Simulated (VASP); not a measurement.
# ZrB2 (P6/mmm) in VASP: settings compared

ZrB2 is run at these levels: RPBE+D3(BJ), RPBE+D4; tasks: relaxation of cell and atoms.

All numbers are computed with VASP 6.6.1; they aren't measurements. Logs are shortened: lines on timing, memory, paths and dates and some standing lists are left out, and cuts for length are marked.

## Step 1: The cell of the first run

The structure is hexagonal, space group P6/mmm (No. 191). The conventional cell has a = 3.170 Å, b = 3.170 Å, c = 3.533 Å, α = 90.00°, β = 90.00°, γ = 120.00°. Zr (site symmetry 6/mmm) has 12 B at 2.54 Å and 6 Zr at 3.17 Å within 3.4 Å. B (site symmetry -6m2) has 3 B at 1.83 Å within 2.4 Å.

## Step 2: Relaxation of cell and atoms, RPBE+D3(BJ)

File INCAR:

```
PREC     = Accurate       # precision mode
ENCUT    = 600            # plane-wave cutoff, eV
EDIFF    = 1E-6           # SCF threshold, eV
ISMEAR   = -1             # smearing method
SIGMA    = 0.05           # smearing width, eV
LREAL    = False          # projectors in reciprocal space
LASPH    = True           # aspherical terms in the spheres
NELM     = 80             # most SCF steps
ALGO     = Normal         # electronic algorithm
ISIF     = 3              # what is computed and relaxed
LWAVE    = False          # write WAVECAR
LCHARG   = False          # write CHGCAR
GGA      = RP             # functional
IVDW     = 12             # dispersion correction
IBRION   = 2              # ionic algorithm
NSW      = 60             # ionic steps
EDIFFG   = -0.01          # ionic threshold
```

File KPOINTS:

```
Automatic mesh
0
Gamma
  10 10 8
```

File POSCAR:

```
ZrB2
1.0
    3.1700000000      0.0000000000      0.0000000000
   -1.5850000000      2.7453005300      0.0000000000
    0.0000000000      0.0000000000      3.5330000000
Zr B
1 2
Direct
    0.0000000000      0.0000000000      0.0000000000
    0.6666666667      0.3333333333      0.5000000000
    0.3333333333      0.6666666667      0.5000000000
```

Potentials or basis: VASP PAW PBE potentials, release 64 (Zr_sv, B).

Launch:

```
$ cat potpaw_PBE.64/Zr_sv/POTCAR potpaw_PBE.64/B/POTCAR > POTCAR
$ mpirun -np 1 vasp_std > vasp.out
```

OUTCAR:

```text
PREC = Accurate
   ENCUT = 600
   EDIFF = 1E-6
   ISMEAR = -1
   LREAL = False
   LASPH = True
   NELM = 80
   ISIF = 3
   GGA = RP
   IVDW = 12
   IBRION = 2
   NSW = 60
   EDIFFG = -0.01
 IVDW          = 12

 ion  position               nearest neighbor table
   1  0.000  0.000  0.000-   2 2.54   3 2.54   2 2.54   3 2.54   2 2.54   2 2.54   3 2.54   3 2.54
                             2 2.54   2 2.54   3 2.54   3 2.54
   2  0.667  0.333  0.500-   3 1.83   3 1.83   3 1.83   1 2.54   1 2.54   1 2.54   1 2.54   1 2.54
                             1 2.54
   3  0.333  0.667  0.500-   2 1.83   2 1.83   2 1.83   1 2.54   1 2.54   1 2.54   1 2.54   1 2.54
                             1 2.54

  LATTYP: Found a hexagonal cell.
 ALAT       =     3.1700000000
 C/A-ratio  =     1.1145110410

  Lattice vectors:

 A1 = (   3.1700000000,   0.0000000000,   0.0000000000)
 A2 = (  -1.5850000000,   2.7453005300,   0.0000000000)
 A3 = (   0.0000000000,   0.0000000000,   3.5330000000)

Analysis of symmetry for initial positions (statically):
=====================================================================
 Subroutine PRICEL returns:
 Original cell was already a primitive cell.

 Routine SETGRP: Setting up the symmetry group for a
 hexagonal supercell.

 Subroutine GETGRP returns: Found 24 space group operations
 (whereof 24 operations were pure point group operations)
 out of a pool of 24 trial point group operations.

The static configuration has the point symmetry D_6h.

Analysis of symmetry for dynamics (positions and initial velocities):
=====================================================================
 Subroutine PRICEL returns:
 Original cell was already a primitive cell.

 Routine SETGRP: Setting up the symmetry group for a
 hexagonal supercell.

 Subroutine GETGRP returns: Found 24 space group operations
 (whereof 24 operations were pure point group operations)
 out of a pool of 24 trial point group operations.

The dynamic configuration has the point symmetry D_6h.

 Subroutine INISYM returns: Found 24 space group operations
 (whereof 24 operations are pure point group operations),
 and found     1 'primitive' translations

----------------------------------------------------------------------------------------

                                     Primitive cell

  volume of cell :      30.7463

  direct lattice vectors                    reciprocal lattice vectors
     3.170000000  0.000000000  0.000000000     0.315457413  0.182129422  0.000000000
    -1.585000000  2.745300530  0.000000000     0.000000000  0.364258845  0.000000000
     0.000000000  0.000000000  3.533000000     0.000000000  0.000000000  0.283045570

  length of vectors
     3.170000000  3.170000000  3.533000000     0.364258845  0.364258845  0.283045570

  position of ions in fractional coordinates (direct lattice)
     0.000000000  0.000000000  0.000000000
     0.666666667  0.333333333  0.500000000
     0.333333333  0.666666667  0.500000000

  ion indices of the primitive-cell ions
   primitive index   ion index
                 1           1
                 2           2
                 3           3

----------------------------------------------------------------------------------------

 KPOINTS: Automatic mesh

Automatic generation of k-mesh.
 Grid dimensions read from file:
 generate k-points for:   10   10    8

 Generating k-lattice:

  Cartesian coordinates                     Fractional coordinates (reciprocal lattice)
     0.031545741  0.018212942  0.000000000     0.100000000  0.000000000  0.000000000
     0.000000000  0.036425884  0.000000000     0.000000000  0.100000000  0.000000000
     0.000000000  0.000000000  0.035380696     0.000000000  0.000000000  0.125000000

  Length of vectors
     0.036425884  0.036425884  0.035380696

  Shift w.r.t. Gamma in fractional coordinates (k-lattice)
     0.000000000  0.000000000  0.000000000

 Subroutine IBZKPT returns following result:
 ===========================================

 Found     70 irreducible k-points:

 Following reciprocal coordinates:
            Coordinates               Weight
  0.000000  0.000000  0.000000      1.000000
  0.100000 -0.000000  0.000000      6.000000
  0.200000 -0.000000  0.000000      6.000000
  0.300000  0.000000  0.000000      6.000000
  0.400000  0.000000  0.000000      6.000000
  0.500000  0.000000  0.000000      3.000000
[... 16 lines left out ...]
  0.300000  0.100000  0.125000     24.000000
  0.400000  0.100000  0.125000     24.000000
 [... further k-points ...]
   k-points           NKPTS =     70   k-points in BZ     NKDIM =     70   number of bands    NBANDS=     13
   number of dos      NEDOS =    301   number of ions     NIONS =      3
   total plane-waves  NPLWV =  21952
   dimension x,y,z NGX =    28 NGY =   28 NGZ =   28
   dimension x,y,z NGXF=    56 NGYF=   56 NGZF=   56
   ions per type =               1   2
   NGX,Y,Z   is equivalent  to a cutoff of  14.68, 14.68, 13.18 a.u.
   NGXF,Y,Z  is equivalent  to a cutoff of  29.37, 29.37, 26.35 a.u.
 SYSTEM =  unknown system
   PREC   = accura    normal or accurate (medium, high low for compatibility)
   ISTART =      0    job   : 0-new  1-cont  2-samecut
   ICHARG =      2    charge: 1-file 2-atom 10-const
   ISPIN  =      1    spin polarized calculation?
   LNONCOLLINEAR =      F non collinear calculations
   LSORBIT =      F    spin-orbit coupling
   LASPH  =      T    aspherical Exc in radial PAW
   ENCUT  =  600.0 eV  44.10 Ry    6.64 a.u.   6.33  6.33  7.06*2*pi/ulx,y,z
   NELM   =     80;   NELMIN=  2; NELMDL= -5     # of ELM steps
   EDIFF  = 0.1E-05   stopping-criterion for ELM
   LREAL  =      F    real-space projection
   EDIFFG = -.1E-01   stopping-criterion for IOM
   NSW    =     60    number of steps for IOM
   IBRION =      2    ionic relax: 0-MD 1-quasi-New 2-CG
   NFREE  =      1    steps in history (QN), initial steepest desc. (CG)
   ISIF   =      3    stress and relaxation
   ISYM   =      2    0-nonsym 1-usesym 2-fastsym
   POTIM  = 0.5000    time-step for ionic-motion
   TEBEG  =    0.0;   TEEND  =   0.0 temperature during run
   PSTRESS=    0.0 pullay stress
   NELECT =      18.0000    total number of electrons
   NUPDOWN=      -1.0000    fix difference up-down
   EMIN   =  10.00;   EMAX   =-10.00  energy-range for DOS
   EFERMI =   0.00;   METHOD = LEGACY
   ISMEAR =    -1;   SIGMA  =   0.05  broadening in eV -4-tet -1-fermi 0-gaus
   EFERMI_NEDOS =   21; number of points for ismear=-14 and -15
   IALGO  =     38    algorithm
   IMIX   =      4    mixing-type and parameters
     AMIX     =   0.40;   BMIX     =  1.00
     AMIX_MAG =   1.60;   BMIX_MAG =  1.00
  volume/ion in A,a.u.               =      10.25        69.16
  Fermi-wavevector in a.u.,A,eV,Ry     =   1.369519  2.588016 25.518847  1.875582
  Thomas-Fermi vector in A             =   2.495387
   LORBIT       =      0    0 simple, 1 ext, 2 COOP (PROOUT), +10 PAW based schemes
   GGA     = RP    functional components
   LHFCALC =     F    Hartree Fock is set to
   AEXX    =    0.0000 exact exchange contribution
   IVDW    =    12    specifies the selected vdW correction
   LEPSILON=     F    determine dielectric tensor
   LRPA    =     F    only Hartree local field effects (RPA)
 conjugate gradient relaxation of ions
 non-spin polarized calculation
  energy-cutoff  :      600.00
  volume of cell :       30.75
 maximum number of plane-waves:      1046
 NGX is ok and might be reduce to    28
   NGX = 13   NGY = 13   NGZ = 15

--------------------------------------- Ionic step        1  -------------------------------------------

 number of electron      18.0000000 magnetization

 Free energy of the ion-electron system (eV)
  ---------------------------------------------------
  ext. energy  EPLUGINS =         0.00000000
  ---------------------------------------------------
  free energy    TOTEN  =       -23.86997514 eV

  energy without entropy =      -23.86712098  energy(sigma->0) =      -23.86854806

------------------------ aborting loop because EDIFF is reached ----------------------------------------

 Edisp (eV)   -6.31334

 E8    (eV) :    -4.2063

  FORCE on cell =-STRESS in cart. coord.  units (eV):
  Direction    XX          YY          ZZ          XY          YZ          ZX
  --------------------------------------------------------------------------------------
  -------------------------------------------------------------------------------------
  Total      -5.97907    -5.97907    -5.87802     0.00000     0.00000    -0.00000
  in kB    -311.56694  -311.56694  -306.30119     0.00000     0.00000    -0.00000
  external pressure =     -309.81 kB  Pullay stress =        0.00 kB
[... 309 lines left out ...]
  energy  without entropy=      -30.5634699048  energy(sigma->0) =      -30.56481416

--------------------------------------- Ionic step        9  -------------------------------------------

 number of electron      18.0000000 magnetization

 Free energy of the ion-electron system (eV)
  ---------------------------------------------------
  ext. energy  EPLUGINS =         0.00000000
  ---------------------------------------------------
  free energy    TOTEN  =       -23.37595420 eV

  energy without entropy =      -23.37327265  energy(sigma->0) =      -23.37461343

 E-fermi :  11.9237     XC(G=0): -13.0003

 val. band max:       11.8915898484   @ k =   0.2000   0.2000   0.1250
 cond. band min:      12.0926652209   @ k =   0.1000  -0.0000   0.5000
 fundamental gap:      0.2010753725
 Fermi energy:        11.9237096793

 k-point     1 :       0.0000    0.0000    0.0000
  band No.  band energies     occupation
      1     -36.2105      2.00000
      2     -14.4627      2.00000
      3     -13.7140      2.00000
      4     -13.7140      2.00000
      5      -1.2819      2.00000
      6       9.1198      2.00000
      7       9.1198      2.00000
      8       9.1823      2.00000
      9       9.8443      2.00000
     10      16.0328      0.00000
     11      16.0328      0.00000
     12      16.9483      0.00000
     13      16.9483      0.00000
[... 353 lines left out ...]
 k-point    24 :       0.4000    0.1000    0.1250
  band No.  band energies     occupation
      1     -36.0135      2.00000
      2     -15.0159      2.00000
      3     -14.2639      2.00000
      4     -14.0994      2.00000
      5       2.4247      2.00000
      6       3.6973      2.00000
      7       7.5362      2.00000
      8       8.3709      2.00000
      9       9.7252      2.00000
     10      13.3795      0.00000
     11      16.3496      0.00000
     12      16.6069      0.00000
     13      18.5279      0.00000

 [... further k-points ...]

------------------------ aborting loop because EDIFF is reached ----------------------------------------

 Edisp (eV)   -7.19034

 E8    (eV) :    -4.7917

  FORCE on cell =-STRESS in cart. coord.  units (eV):
  Direction    XX          YY          ZZ          XY          YZ          ZX
  --------------------------------------------------------------------------------------
  -------------------------------------------------------------------------------------
  Total       0.00109     0.00109     0.00568     0.00000     0.00000     0.00000
  in kB       0.06410     0.06410     0.33498     0.00000     0.00000     0.00000
  external pressure =        0.15 kB  Pullay stress =        0.00 kB
[... 18 lines left out ...]
  FREE ENERGIE OF THE ION-ELECTRON SYSTEM (eV)
  ---------------------------------------------------
  free  energy   TOTEN  =       -30.5662914319 eV

  energy  without entropy=      -30.5636098877  energy(sigma->0) =      -30.56495066

 reached required accuracy - stopping structural energy minimisation
```

Run time: 1.8 min. Hardware: 1 thread of Intel Xeon Platinum 8488C (Sapphire Rapids), shared host; peak memory 0.2 GiB.

Results:

| Quantity | Value |
| --- | --- |
| Free energy | -30.5663 eV |
| Relaxed volume | 9.05 Å³/atom |
| Relaxed cell | a = 3.047 Å, b = 3.047 Å, c = 3.377 Å, α = 90.00°, β = 90.00°, γ = 120.00° |
| Space group after relaxing (to 0.05 Å) | P6/mmm (No. 191) |
| Energy gained by relaxing | 127.7 meV/atom |
| Ionic steps | 9 |
| Pressure after relaxing | 0.0 GPa |
| Band gap on the k mesh | zero (band 9 reaches 12.64 eV, above the bottom of band 10 at 11.76 eV) |
| Dispersion energy per atom | -2.397 eV |

The path:
| step | energy change (eV) | largest force (eV/Å) | pressure (GPa) | volume (Å³) |
| --- | --- | --- | --- | --- |
| 1 | 0.0000 | 0.0000 | -30.98 | 30.75 |
| 2 | 0.5510 | 0.0000 | 77.60 | 22.74 |
| 3 | -0.3810 | 0.0000 | -1.86 | 27.33 |
| 4 | -0.3820 | 0.0000 | -0.31 | 27.19 |
| 5 | -0.3819 | 0.0000 | 0.47 | 27.13 |
| 6 | -0.3829 | 0.0000 | 0.56 | 27.11 |
| 7 | -0.3829 | 0.0000 | 0.55 | 27.11 |
| 8 | -0.3828 | 0.0000 | -0.68 | 27.22 |
| 9 | -0.3830 | 0.0000 | 0.02 | 27.16 |

Final structure:
```
CELL_PARAMETERS angstrom
3.04725 0.00000 0.00000
-1.52363 2.63900 0.00000
0.00000 0.00000 3.37715
ATOMIC_POSITIONS crystal
Zr 0.00000 0.00000 0.00000
B 0.66667 0.33333 0.50000
B 0.33333 0.66667 0.50000
```

Caveat: the PAW data sets were made with another functional, which shifts forces and pressure a little; the volume moved by -12 % from the deposited cell, more than functionals usually miss; pairwise dispersion overbinds metals, which lowers pressure and volume.

## Step 3: Relaxation of cell and atoms, RPBE+D4

File INCAR:

```
SYSTEM = ZrB2
PREC = Accurate ; ENCUT = 600
EDIFF = 1E-7 ; ISMEAR = -1
SIGMA = 0.05 ; LREAL = .FALSE.
LASPH = .TRUE. ; NELM = 80
ALGO = Normal ; ISIF = 3
LWAVE = .FALSE. ; LCHARG = .FALSE.
GGA = RP ; IVDW = 13
IBRION = 2 ; NSW = 60
EDIFFG = -0.01
```

File KPOINTS:

```
Automatic mesh
0
G
  10 10 8
  0 0 0
```

POSCAR is that of step 2.

Potentials or basis: VASP PAW PBE potentials, release 64 (Zr_sv, B).

Launch:

```
$ cat potpaw_PBE.64/Zr_sv/POTCAR potpaw_PBE.64/B/POTCAR > POTCAR
$ mpirun -np 1 vasp_std > vasp.out
```

Run time: 96 s. Hardware: 1 thread of Intel Xeon Platinum 8488C (Sapphire Rapids), shared host; peak memory 0.19 GiB.

The run converged. Its results:

* Free energy: -25.8053 eV
* Relaxed volume: 9.91 Å³/atom
* Relaxed cell: a = 3.144 Å, b = 3.144 Å, c = 3.475 Å, α = 90.00°, β = 90.00°, γ = 120.00°
* Space group after relaxing (to 0.05 Å): P6/mmm (No. 191)
* Energy gained by relaxing: 8.2 meV/atom
* Ionic steps: 5
* Pressure after relaxing: 0.1 GPa
* Band gap on the k mesh: zero (band 9 reaches 11.51 eV, above the bottom of band 10 at 10.75 eV)
* Dispersion energy per atom: -0.664 eV

The path:
```
step  energy change (eV)  largest force (eV/Å)  pressure (GPa)  volume (Å³)
   1              0.0000                0.0000           -7.47        30.75
   2              0.0089                0.0000           10.07        28.67
   3             -0.0239                0.0000            0.06        29.77
   4             -0.0239                0.0000            0.22        29.75
   5             -0.0246                0.0000            0.13        29.74
```

Final structure:
```
Zr B
1.0
     3.14366    0.00000    0.00000
    -1.57183    2.72249    0.00000
     0.00000    0.00000    3.47544
Zr B
1 2
Cartesian
  0.0000 0.0000 3.4754
  1.5718 0.9075 1.7377
  0.0000 1.8150 1.7377
```

Levels at points of the mesh, in eV from the Fermi level:
```tsv
k point	band 5	band 6	band 7	band 8	band 9	band 10	band 11	band 12	band 13
(0.00, 0.00, 0.00)	-12.83	-2.66	-2.66	-2.54	-2.18	3.64	3.64	4.52	4.52
(0.50, 0.00, 0.00)	-9.04	-8.49	-3.87	-3.01	-2.69	2.42	2.50	5.17	5.32
(0.00, 0.00, 0.50)	-10.65	-6.96	-0.91	-0.91	0.36	0.36	0.90	0.90	2.16
(0.50, 0.00, 0.50)	-10.04	-6.95	-4.67	-4.15	-1.86	4.12	4.28	5.58	6.73
```

Caveat: the PAW data sets were made with another functional, which shifts forces and pressure a little; pairwise dispersion overbinds metals, which lowers pressure and volume.
